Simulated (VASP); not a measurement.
Set up this calculation in VASP 6.6.1, as the native input.

| Item | Value |
| --- | --- |
| Task | single point |
| Functional | PBEsol |
| Potentials or basis | VASP PAW PBE potentials, release 64 (Ti_sv, H) |
| Cutoff | 520 eV |
| k mesh | 12 × 12 × 8 |
| Occupations | gaussian, width 0.1 eV |
| Spin | no spin polarisation |
| Dipole correction | no |
| Further INCAR settings | ALGO = Normal; EDIFF = 1e-07; NBANDS = 23 |

The structure of TiH2 lies in POSCAR:

```
TiH2
1.0
    3.1938525210      0.0000000000      0.0000000000
    0.0000000000      3.1938525210      0.0000000000
    0.0000000000      0.0000000000      4.0774284268
Ti H
2 4
Direct
    0.0000000000      0.0000000000      0.0000000000
    0.5000000000      0.5000000000      0.5000000000
    0.5000000000      0.0000000000      0.2500000000
    0.0000000000      0.5000000000      0.2500000000
    0.0000000000      0.5000000000      0.7500000000
    0.5000000000      0.0000000000      0.7500000000
```

This cell differs from its parent crystal: uniaxial strain along c: -1.5 %, then relaxed in part.

One way to write it, as run:

INCAR

```
SYSTEM = TiH2
ALGO = Normal
EDIFF = 1E-7
ENCUT = 520
GGA = PS
ISIF = 2
ISMEAR = 0
LASPH = .TRUE.
LCHARG = .FALSE.
LREAL = .FALSE.
LWAVE = .FALSE.
NBANDS = 23
NELM = 100
PREC = Accurate
SIGMA = 0.1
```

KPOINTS

```
k-points
0
G
  12 12 8
  0 0 0
```

Potentials or basis: VASP PAW PBE potentials, release 64 (Ti_sv, H).

Command:

```console
$ cat potpaw_PBE.64/Ti_sv/POTCAR potpaw_PBE.64/H/POTCAR > POTCAR
$ mpirun -np 1 vasp_std > vasp.out
```

It gave:

| Item | Value |
| --- | --- |
| Pressure | 0.3 GPa |
| Band gap on the k mesh | zero (band 14 reaches 8.48 eV, above the bottom of band 15 at 7.70 eV) |

Caveat: the cell differs from its parent crystal (uniaxial strain along c: -1.5 %, then relaxed in part); the PAW data sets were made with another functional, which shifts forces and pressure a little.

Run time: 110 s on 1 thread of Intel(R) Xeon(R) Platinum 8259CL CPU @ 2.50GHz (Skylake/Cascade Lake), with other jobs on the host, peak memory 0.23 GiB.
